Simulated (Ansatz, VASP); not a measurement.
# Ga3Se: VASP beside Ansatz

```
Ga Se
1.0
    -2.13828    2.13828    4.77642
     2.13828   -2.13828    4.77642
     2.13828    2.13828   -4.77642
Ga Se
3 1
Cartesian
  0.0000 0.0000 4.7764
  2.1383 0.0000 2.3882
  0.0000 2.1383 2.3882
  0.0000 0.0000 0.0000
```

Alike in both runs: task single point; functional r2SCAN; k mesh 6 × 6 × 6; occupations gaussian, width 0.1 eV; no spin polarisation.

|  | VASP | Ansatz |
| --- | --- | --- |
| version | VASP 6.6.1 | Ansatz 0.2.0 |
| potentials or method | VASP PAW PBE potentials, release 64 (Ga_d, Se), cutoff 520 eV | scalar-relativistic, plane waves, PAW |
| valence electrons in the cell | 45 | 55 |

|  | VASP | Ansatz | Ansatz less VASP |
| --- | --- | --- | --- |
| gap on the k mesh at the Fermi level (eV) | none | none | - |
| pressure (GPa) | -2.4 | -2.5 | -0.05 |
| traceless stress, the component that is largest in VASP (GPa) | 1.70 | 1.72 | +0.022 |

VASP's potentials were made for PBE, not for r2SCAN. A gap of «none» marks a metal or a gap that the smearing closes. With one functional, cell and mesh, what is left measures potentials, basis and numerics. VASP's potentials hold 45 valence electrons a cell and Ansatz's 55, so a difference there can come from the potentials and not from the codes.
